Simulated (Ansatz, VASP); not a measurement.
## Two plane-wave programs on EuSb

```
Eu Sb
1.0
     4.90838    0.00000    0.00000
    -2.45419    4.25078    0.00000
     0.00000    0.00000    6.62251
Eu Sb
2 2
Direct
  0.33333 0.66667 0.25000
  0.66667 0.33333 0.75000
  0.00000 0.00000 0.00000
  0.00000 0.00000 0.50000
```

Alike in both runs: task single point; functional LDA; k mesh 8 × 8 × 6; occupations gaussian, width 0.05 eV; collinear spin.

|  | VASP | Ansatz |
| --- | --- | --- |
| version | VASP 6.6.1 | Ansatz 0.2.0 |
| potentials or method | VASP PAW PBE potentials, release 64 (Eu, Sb), cutoff 520 eV | scalar-relativistic, plane waves, PAW |
| valence electrons in the cell | 44 | 64 |

Ansatz gave:

* gap on the k mesh at the Fermi level (eV): none
* pressure (GPa): -3.7
* traceless stress, the component that is largest in VASP (GPa): 0.03
* net moment per atom (μB): 3.42
* size of the moment on the site where the two differ most (μB): 6.74

**Question.** Estimate VASP's values.

**Answer.** gap on the k mesh at the Fermi level (eV): none; pressure (GPa): -3.7; traceless stress, the component that is largest in VASP (GPa): 0.12; net moment per atom (μB): 3.42; size of the moment on the site where the two differ most (μB): 6.55.

VASP's potentials were made for PBE, not for LDA. LDA's correlation is that of Perdew and Zunger in VASP and of Perdew and Wang (1992) in Ansatz. Site moments also hang on the region over which each program counts them. A gap of «none» marks a metal or a gap that the smearing closes. VASP's potentials hold 44 valence electrons a cell and Ansatz's 64, so a difference there can come from the potentials and not from the codes.

Spin-orbit coupling is off throughout.
